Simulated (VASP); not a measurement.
Here is a VASP 6.6.1 calculation.

INCAR

```
PREC     = Accurate       # precision mode
ENCUT    = 520            # plane-wave cutoff, eV
EDIFF    = 1E-6           # SCF threshold, eV
ISMEAR   = -1             # smearing method
SIGMA    = 0.08           # smearing width, eV
LREAL    = F              # projectors in reciprocal space
LASPH    = T              # aspherical terms in the spheres
NELM     = 100            # most SCF steps
ALGO     = Normal         # electronic algorithm
ISIF     = 2              # what is computed and relaxed
LWAVE    = F              # write WAVECAR
LCHARG   = F              # write CHGCAR
GGA      = CA             # functional
NBANDS   = 32             # bands
```

KPOINTS

```
Automatic mesh
0
Gamma
  4 4 8
```

File POSCAR:

```
Ti
1.0
    0.0000000000      4.0600000000      4.0600000000
    4.0600000000      0.0000000000      4.0600000000
    2.0300000000      2.0300000000      0.0000000000
Ti
4
Direct
   -0.0112188424      0.0092584975      0.0098485222
    0.0044672414      0.4905593596      0.0159320197
    0.4993838670     -0.0016151478     -0.0036406404
    0.5073677340      0.5017972906     -0.0221399015
```

Potentials or basis: VASP PAW LDA potentials, release 64 (Ti_sv).

Launch:

```bash
$ cat potpaw_LDA.64/Ti_sv/POTCAR > POTCAR
$ mpirun -np 1 vasp_std > vasp.out
```

Q: Predict the pressure.

A: -4.8 GPa.

Q: Predict the largest force.

A: 0.279 eV/Å.

Q: Predict the band gap on the k mesh.

A: Zero (band 24 reaches 9.11 eV, above the bottom of band 25 at 7.98 eV).

Stress tensor (GPa, compression positive):
```
-4.82 -0.06 -0.10
-0.06 -4.75 -0.01
-0.10 -0.01 -4.71
```
